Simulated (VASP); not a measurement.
# TiAlF2 (I4/mmm) in VASP: a series of runs

TiAlF2 is run at these levels: PBE; tasks: single point.

Everything below comes from runs of VASP 6.6.1. Logs are shortened: lines on timing, memory, paths and dates and some standing lists are left out, and cuts for length are marked.

## 1. The cell of the first run

Symmetry: I4/mmm, No. 139, tetragonal system. Conventional cell: a = 3.821 Å, b = 3.821 Å, c = 7.437 Å, α = 90.00°, β = 90.00°, γ = 90.00°. Ti (site symmetry 4/mmm) has 8 F at 2.67 Å and 4 Al at 2.70 Å within 3.5 Å. Al (site symmetry 4/mmm) has 8 F at 2.67 Å and 4 Ti at 2.70 Å within 3.5 Å. Within 3.5 Å of F (site symmetry -4m2) lie 4 Ti at 2.67 Å and 4 Al at 2.67 Å and 4 F at 2.70 Å.

The cell was generated, and may not be a known phase.

## 2. Single point, PBE, collinear spin

File INCAR:

```
  ALGO = Normal
  EDIFF = 1E-7
  ENCUT = 520
  GGA = PE
  ISIF = 2
  ISMEAR = 0
  ISPIN = 2
  LASPH = T
  LCHARG = F
  LMAXMIX = 4
  LORBIT = 11
  LREAL = F
  LWAVE = F
  MAGMOM = 1 0 0 0
  NBANDS = 26
  NELM = 150
  PREC = Accurate
  SIGMA = 0.1
```

File KPOINTS:

```
k-points
0
Gamma
  6 6 6
```

File POSCAR:

```
TiAlF2
1.0
   -1.9105943400      1.9105943400      3.7183245700
    1.9105943400     -1.9105943400      3.7183245700
    1.9105943400      1.9105943400     -3.7183245700
Ti Al F
1 1 2
Direct
    0.5000000000      0.5000000000      0.0000000000
    0.0000000000      0.0000000000      0.0000000000
    0.7500000000      0.2500000000      0.5000000000
    0.2500000000      0.7500000000      0.5000000000
```

Potentials or basis: VASP PAW PBE potentials, release 64 (Ti_sv, Al, F).

Launch:

```console
$ cat potpaw_PBE.64/Ti_sv/POTCAR potpaw_PBE.64/Al/POTCAR potpaw_PBE.64/F/POTCAR > POTCAR
$ mpirun -np 1 vasp_std > vasp.out
```

OUTCAR:

```text
EDIFF = 1E-7
   ENCUT = 520
   GGA = PE
   ISIF = 2
   ISMEAR = 0
   ISPIN = 2
   LASPH = T
   LORBIT = 11
   LREAL = F
   NELM = 150
   PREC = Accurate

 ion  position               nearest neighbor table
   1  0.500  0.500  0.000-   2 2.70   2 2.70   2 2.70   2 2.70
   2  0.000  0.000  0.000-   1 2.70   1 2.70   1 2.70   1 2.70
   3  0.750  0.250  0.500-
   4  0.250  0.750  0.500-

  LATTYP: Found a body centered tetragonal cell.
 ALAT       =     3.8211886800
 C/A-ratio  =     1.9461611982

  Lattice vectors:

 A1 = (  -1.9105943400,   1.9105943400,   3.7183245700)
 A2 = (   1.9105943400,  -1.9105943400,   3.7183245700)
 A3 = (   1.9105943400,   1.9105943400,  -3.7183245700)

Analysis of symmetry for initial positions (statically):
=====================================================================
 Subroutine PRICEL returns:
 Original cell was already a primitive cell.

 Routine SETGRP: Setting up the symmetry group for a
 body centered tetragonal supercell.

 Subroutine GETGRP returns: Found 16 space group operations
 (whereof 16 operations were pure point group operations)
 out of a pool of 16 trial point group operations.

The static configuration has the point symmetry D_4h.

Analysis of symmetry for dynamics (positions and initial velocities):
=====================================================================
 Subroutine PRICEL returns:
 Original cell was already a primitive cell.

 Routine SETGRP: Setting up the symmetry group for a
 body centered tetragonal supercell.

 Subroutine GETGRP returns: Found 16 space group operations
 (whereof 16 operations were pure point group operations)
 out of a pool of 16 trial point group operations.

The dynamic configuration has the point symmetry D_4h.

Analysis of structural, dynamic, and magnetic symmetry:
=====================================================================
 Subroutine PRICEL returns:
 Original cell was already a primitive cell.

 Routine SETGRP: Setting up the symmetry group for a
 body centered tetragonal supercell.

 Subroutine GETGRP returns: Found 16 space group operations
 (whereof 16 operations were pure point group operations)
 out of a pool of 16 trial point group operations.

The overall configuration has the point symmetry D_4h.

 Subroutine INISYM returns: Found 16 space group operations
 (whereof 16 operations are pure point group operations),
 and found     1 'primitive' translations

----------------------------------------------------------------------------------------

                                     Primitive cell

  volume of cell :      54.2931

  direct lattice vectors                    reciprocal lattice vectors
    -1.910594340  1.910594340  3.718324570     0.000000000  0.261698671  0.134469165
     1.910594340 -1.910594340  3.718324570     0.261698671  0.000000000  0.134469165
     1.910594340  1.910594340 -3.718324570     0.261698671  0.261698671  0.000000000

  length of vectors
     4.596376733  4.596376733  4.596376733     0.294224660  0.294224660  0.370097810

  position of ions in fractional coordinates (direct lattice)
     0.500000000  0.500000000  0.000000000
     0.000000000  0.000000000  0.000000000
     0.750000000  0.250000000  0.500000000
     0.250000000  0.750000000  0.500000000

  ion indices of the primitive-cell ions
   primitive index   ion index
                 1           1
                 2           2
                 3           3
                 4           4

----------------------------------------------------------------------------------------

 KPOINTS: k-points

Automatic generation of k-mesh.
 Grid dimensions read from file:
 generate k-points for:    6    6    6

 Generating k-lattice:

  Cartesian coordinates                     Fractional coordinates (reciprocal lattice)
     0.000000000  0.043616445  0.022411527     0.166666667 -0.000000000  0.000000000
     0.043616445  0.000000000  0.022411527    -0.000000000  0.166666667  0.000000000
     0.043616445  0.043616445  0.000000000     0.000000000  0.000000000  0.166666667

  Length of vectors
     0.049037443  0.049037443  0.061682968

  Shift w.r.t. Gamma in fractional coordinates (k-lattice)
     0.000000000  0.000000000  0.000000000

 Subroutine IBZKPT returns following result:
 ===========================================

 Found     30 irreducible k-points:

 Following reciprocal coordinates:
            Coordinates               Weight
  0.000000  0.000000  0.000000      1.000000
  0.166667 -0.000000  0.000000      8.000000
  0.333333  0.000000  0.000000      8.000000
  0.500000 -0.000000  0.000000      4.000000
  0.166667  0.166667  0.000000      8.000000
  0.333333  0.166667  0.000000     16.000000
[... 16 lines left out ...]
 -0.333333 -0.333333  0.166667      8.000000
 -0.166667 -0.333333  0.166667      8.000000
 [... further k-points ...]
   k-points           NKPTS =     30   k-points in BZ     NKDIM =     30   number of bands    NBANDS=     26
   number of dos      NEDOS =    301   number of ions     NIONS =      4
   total plane-waves  NPLWV =  46656
   dimension x,y,z NGX =    36 NGY =   36 NGZ =   36
   dimension x,y,z NGXF=    72 NGYF=   72 NGZF=   72
   ions per type =               1   1   2
   NGX,Y,Z   is equivalent  to a cutoff of  13.02, 13.02, 13.02 a.u.
   NGXF,Y,Z  is equivalent  to a cutoff of  26.04, 26.04, 26.04 a.u.
 SYSTEM =  unknown system
   PREC   = accura    normal or accurate (medium, high low for compatibility)
   ISTART =      0    job   : 0-new  1-cont  2-samecut
   ICHARG =      2    charge: 1-file 2-atom 10-const
   ISPIN  =      2    spin polarized calculation?
   LNONCOLLINEAR =      F non collinear calculations
   LSORBIT =      F    spin-orbit coupling
   LASPH  =      T    aspherical Exc in radial PAW
   ENCUT  =  520.0 eV  38.22 Ry    6.18 a.u.   8.55  8.55  8.55*2*pi/ulx,y,z
   NELM   =    150;   NELMIN=  2; NELMDL= -5     # of ELM steps
   EDIFF  = 0.1E-06   stopping-criterion for ELM
   LREAL  =      F    real-space projection
   EDIFFG = 0.1E-05   stopping-criterion for IOM
   NSW    =      0    number of steps for IOM
   IBRION =     -1    ionic relax: 0-MD 1-quasi-New 2-CG
   NFREE  =      0    steps in history (QN), initial steepest desc. (CG)
   ISIF   =      2    stress and relaxation
   ISYM   =      2    0-nonsym 1-usesym 2-fastsym
   POTIM  = 0.5000    time-step for ionic-motion
   TEBEG  =    0.0;   TEEND  =   0.0 temperature during run
   PSTRESS=    0.0 pullay stress
   NELECT =      29.0000    total number of electrons
   NUPDOWN=      -1.0000    fix difference up-down
   EMIN   =  10.00;   EMAX   =-10.00  energy-range for DOS
   EFERMI =   0.00;   METHOD = LEGACY
   ISMEAR =     0;   SIGMA  =   0.10  broadening in eV -4-tet -1-fermi 0-gaus
   EFERMI_NEDOS =   21; number of points for ismear=-14 and -15
   IALGO  =     38    algorithm
   IMIX   =      4    mixing-type and parameters
     AMIX     =   0.40;   BMIX     =  1.00
     AMIX_MAG =   1.60;   BMIX_MAG =  1.00
  volume/ion in A,a.u.               =      13.57        91.60
  Fermi-wavevector in a.u.,A,eV,Ry     =   1.328290  2.510103 24.005480  1.764353
  Thomas-Fermi vector in A             =   2.457538
   LORBIT       =     11    0 simple, 1 ext, 2 COOP (PROOUT), +10 PAW based schemes
   GGA     = PE    functional components
   LHFCALC =     F    Hartree Fock is set to
   AEXX    =    0.0000 exact exchange contribution
   IVDW    =     0    specifies the selected vdW correction
   LEPSILON=     F    determine dielectric tensor
   LRPA    =     F    only Hartree local field effects (RPA)
 spin polarized calculation
 Gauss-broadening in eV      SIGMA  =   0.10
  energy-cutoff  :      520.00
  volume of cell :       54.29
 maximum number of plane-waves:      1474
 NGX is ok and might be reduce to    36
   NGX = 17   NGY = 17   NGZ = 17

 number of electron      29.0000007 magnetization       0.0010855

 Free energy of the ion-electron system (eV)
  ---------------------------------------------------
  ext. energy  EPLUGINS =         0.00000000
  ---------------------------------------------------
  free energy    TOTEN  =       -19.61021045 eV

  energy without entropy =      -19.59529044  energy(sigma->0) =      -19.60275045

 E-fermi :   6.3529     XC(G=0): -10.4232

 val. band max:        6.3484951881   @ k =   0.0000   0.0000   0.0000
 cond. band min:       6.3889507571   @ k =  -0.1667  -0.3333   0.1667
 fundamental gap:      0.0404555690
 Fermi energy:         6.3528683821

 spin component 1

 k-point     1 :       0.0000    0.0000    0.0000
  band No.  band energies     occupation
      1     -51.4314      1.00000
      2     -28.1632      1.00000
      3     -27.4523      1.00000
      4     -27.4523      1.00000
      5     -18.3028      1.00000
      6     -17.5875      1.00000
[... 18 lines left out ...]
     25      16.7510      0.00000
     26      19.0845      0.00000

 k-point     2 :       0.1667   -0.0000    0.0000
  band No.  band energies     occupation
      1     -51.4311      1.00000
      2     -28.1638      1.00000
      3     -27.4593      1.00000
      4     -27.4520      1.00000
      5     -18.2473      1.00000
      6     -17.6329      1.00000
[... 18 lines left out ...]
     25      17.1009      0.00000
     26      18.3678      0.00000

 k-point     3 :       0.3333    0.0000    0.0000
  band No.  band energies     occupation
      1     -51.4304      1.00000
      2     -28.1649      1.00000
      3     -27.4732      1.00000
      4     -27.4515      1.00000
      5     -18.1046      1.00000
      6     -17.7554      1.00000
[... 572 lines left out ...]
 k-point    23 :      -0.3333   -0.3333    0.1667
  band No.  band energies     occupation
      1     -51.4306      1.00000
      2     -28.1696      1.00000
      3     -27.4595      1.00000
      4     -27.4594      1.00000
      5     -18.1603      1.00000
      6     -17.6833      1.00000
[... 18 lines left out ...]
     25      16.6108      0.00000
     26      18.8349      0.00000

 k-point    24 :      -0.1667   -0.3333    0.1667
  band No.  band energies     occupation
      1     -51.4310      1.00000
      2     -28.1683      1.00000
      3     -27.4597      1.00000
      4     -27.4525      1.00000
      5     -18.2166      1.00000
      6     -17.6428      1.00000
[... 18 lines left out ...]
     25      18.3534      0.00000
     26      18.4963      0.00000

 [... further k-points ...]

 spin component 2

 k-point     1 :       0.0000    0.0000    0.0000
  band No.  band energies     occupation
      1     -51.4306      1.00000
      2     -28.1627      1.00000
      3     -27.4514      1.00000
      4     -27.4514      1.00000
      5     -18.3028      1.00000
      6     -17.5875      1.00000
[... 18 lines left out ...]
     25      16.7515      0.00000
     26      19.0846      0.00000

 k-point     2 :       0.1667   -0.0000    0.0000
  band No.  band energies     occupation
      1     -51.4303      1.00000
      2     -28.1633      1.00000
      3     -27.4584      1.00000
      4     -27.4511      1.00000
      5     -18.2473      1.00000
      6     -17.6329      1.00000
[... 18 lines left out ...]
     25      17.1012      0.00000
     26      18.3682      0.00000

 k-point     3 :       0.3333    0.0000    0.0000
  band No.  band energies     occupation
      1     -51.4296      1.00000
      2     -28.1644      1.00000
      3     -27.4723      1.00000
      4     -27.4506      1.00000
      5     -18.1046      1.00000
      6     -17.7555      1.00000
[... 572 lines left out ...]
 k-point    23 :      -0.3333   -0.3333    0.1667
  band No.  band energies     occupation
      1     -51.4298      1.00000
      2     -28.1691      1.00000
      3     -27.4586      1.00000
      4     -27.4585      1.00000
      5     -18.1603      1.00000
      6     -17.6833      1.00000
[... 18 lines left out ...]
     25      16.6112      0.00000
     26      18.8351      0.00000

 k-point    24 :      -0.1667   -0.3333    0.1667
  band No.  band energies     occupation
      1     -51.4302      1.00000
      2     -28.1678      1.00000
      3     -27.4589      1.00000
      4     -27.4516      1.00000
      5     -18.2166      1.00000
      6     -17.6428      1.00000
[... 18 lines left out ...]
     25      18.3537      0.00000
     26      18.4967      0.00000

 [... further k-points ...]

------------------------ aborting loop because EDIFF is reached ----------------------------------------

  FORCE on cell =-STRESS in cart. coord.  units (eV):
  Direction    XX          YY          ZZ          XY          YZ          ZX
  --------------------------------------------------------------------------------------
  -------------------------------------------------------------------------------------
  Total       -0.9640306     -0.9640306     -0.1728778      0.0000000      0.0000000      0.0000000
  in kB      -28.4483526    -28.4483526     -5.1015902      0.0000000      0.0000000      0.0000000
  external PRESSURE =     -20.6660984 kB  Pullay stress =       0.0000000 kB

 VOLUME and BASIS-vectors are now :
 -----------------------------------------------------------------------------
  energy-cutoff  :      520.00
  volume of cell :       54.29
      direct lattice vectors                 reciprocal lattice vectors
    -1.910594340  1.910594340  3.718324570     0.000000000  0.261698671  0.134469165
     1.910594340 -1.910594340  3.718324570     0.261698671  0.000000000  0.134469165
     1.910594340  1.910594340 -3.718324570     0.261698671  0.261698671  0.000000000

 POSITION                                       TOTAL-FORCE (eV/Angst)
 -----------------------------------------------------------------------------------
      0.00000      0.00000      3.71832        -0.000000      0.000000     -0.000000
      0.00000      0.00000      0.00000        -0.000000      0.000000     -0.000000
      0.00000      1.91059      1.85916        -0.000000     -0.000000      0.000000
      1.91059      0.00000      1.85916         0.000000     -0.000000      0.000000
 -----------------------------------------------------------------------------------
    total drift:                                0.000000      0.000000      0.000000

  FREE ENERGIE OF THE ION-ELECTRON SYSTEM (eV)
  ---------------------------------------------------
  free  energy   TOTEN  =       -19.6102104529 eV

  energy  without entropy=      -19.5952904371  energy(sigma->0) =      -19.60275045

 total charge

# of ion       s       p       d       tot
------------------------------------------
    1        2.129   6.027   1.929  10.084
    2        0.555   0.258   0.000   0.813
    3        1.753   4.273   0.000   6.025
    4        1.753   4.273   0.000   6.025
--------------------------------------------------
tot          6.190  14.830   1.929  22.948

 magnetization (x)

# of ion       s       p       d       tot
------------------------------------------
    1        0.000   0.000   0.001   0.001
    2       -0.000   0.000   0.000   0.000
    3        0.000  -0.000   0.000  -0.000
    4        0.000  -0.000   0.000  -0.000
--------------------------------------------------
tot         -0.000   0.000   0.001   0.001
```

Wall time 62 s (1 thread of Intel Xeon 6975P-C (Granite Rapids), shared host); peak memory 0.27 GiB.

What came out:

```
Free energy                                           : -19.6102 eV
Pressure                                              : -2.1 GPa
Net moment                                            : 0.00 μB per cell
Valence electrons inside the program's atomic spheres : Ti 10.08; Al 0.81; F 6.03
```

Stress tensor (GPa, compression positive):
```
-2.84  0.00  0.00
 0.00 -2.84  0.00
 0.00  0.00 -0.51
```

Levels at points of the mesh, in eV from the Fermi level:
Spin up:
```csv
k point,band 10,band 11,band 12,band 13,band 14,band 15,band 16,band 17,band 18,band 19
"(0.00, 0.00, 0.00)",-6.32,-5.59,-4.89,-4.89,-0.01,0.20,0.59,1.04,1.04,3.03
"(0.50, 0.00, 0.00)",-6.13,-6.01,-5.79,-2.04,-1.47,-0.69,0.42,0.89,1.06,2.02
"(0.50, 0.50, 0.00)",-6.23,-4.69,-4.63,-3.07,-0.04,0.26,0.34,1.05,1.39,2.14
"(0.50, 0.50, 0.50)",-5.56,-4.93,-4.93,-2.41,-0.49,0.28,0.60,0.60,1.22,1.35
```
Spin down:
| k point | band 12 | band 13 | band 14 | band 15 | band 16 | band 17 |
| --- | --- | --- | --- | --- | --- | --- |
| (0.00, 0.00, 0.00) | -4.89 | -4.89 | 0.00 | 0.20 | 0.59 | 1.04 |
| (0.50, 0.00, 0.00) | -5.79 | -2.04 | -1.47 | -0.69 | 0.42 | 0.89 |
| (0.50, 0.50, 0.00) | -4.63 | -3.07 | -0.04 | 0.26 | 0.35 | 1.05 |
| (0.50, 0.50, 0.50) | -4.93 | -2.41 | -0.49 | 0.28 | 0.60 | 0.60 |

Caveat: semilocal functionals often make such compounds metallic where correlation or magnetic order opens a gap, which also shifts bond lengths.

## 3. Single point, PBE

This run uses another cell than the first one, of 13.26 Å³/atom.

File INCAR:

```
  ALGO = Normal
  EDIFF = 1E-6
  ENCUT = 520
  GGA = PE
  ISIF = 2
  ISMEAR = 0
  LASPH = True
  LCHARG = False
  LREAL = False
  LWAVE = False
  NBANDS = 22
  NELM = 60
  PREC = Accurate
  SIGMA = 0.1
```

File KPOINTS:

```
k-points
0
Gamma
  18 18 18
```

File POSCAR:

```
TiAlF2
1.0
   -1.8846839453      1.8846839453      3.7333649469
    1.8846839453     -1.8846839453      3.7333649469
    1.8846839453      1.8846839453     -3.7333649469
Ti Al F
1 1 2
Direct
    0.5000000000      0.5000000000      0.0000000000
    0.0000000000      0.0000000000      0.0000000000
    0.7500000000      0.2500000000      0.5000000000
    0.2500000000      0.7500000000      0.5000000000
```

Potentials or basis: VASP PAW PBE potentials, release 64 (Ti_sv, Al, F).

Launch:

```console
$ cat potpaw_PBE.64/Ti_sv/POTCAR potpaw_PBE.64/Al/POTCAR potpaw_PBE.64/F/POTCAR > POTCAR
$ mpirun -np 1 vasp_std > vasp.out
```

Run time: 4.3 min. Hardware: 1 thread of Intel Xeon 6975P-C (Granite Rapids), shared host; peak memory 0.63 GiB.

The run converged. Its results:

| Property | Result |
| --- | --- |
| Free energy | -19.6179 eV |
| Pressure | -0.2 GPa |
| Band gap on the k mesh | zero (an odd number of electrons rules out a gap without spin polarisation) |

Stress tensor (GPa, compression positive):
```
-0.14  0.00  0.00
 0.00 -0.14  0.00
 0.00  0.00 -0.30
```

Levels at points of the mesh, in eV from the Fermi level:
```tsv
k point	band 12	band 13	band 14	band 15	band 16	band 17	band 18	band 19
(0.00, 0.00, 0.00)	-4.87	-4.87	0.05	0.20	0.53	1.07	1.07	3.15
(0.50, 0.00, 0.00)	-5.82	-2.03	-1.56	-0.72	0.46	0.91	1.09	2.12
(0.50, 0.50, 0.00)	-4.60	-3.14	-0.04	0.25	0.39	1.07	1.44	2.13
(0.50, 0.50, 0.50)	-4.91	-2.47	-0.58	0.28	0.60	0.60	1.32	1.43
```

Caveat: an odd number of electrons without spin polarisation forces a metal; a magnetic or distorted state may lie lower; semilocal functionals often make such compounds metallic where correlation or magnetic order opens a gap, which also shifts bond lengths.

The gap in the log of VASP goes by the Fermi energy; the results here count the filled bands.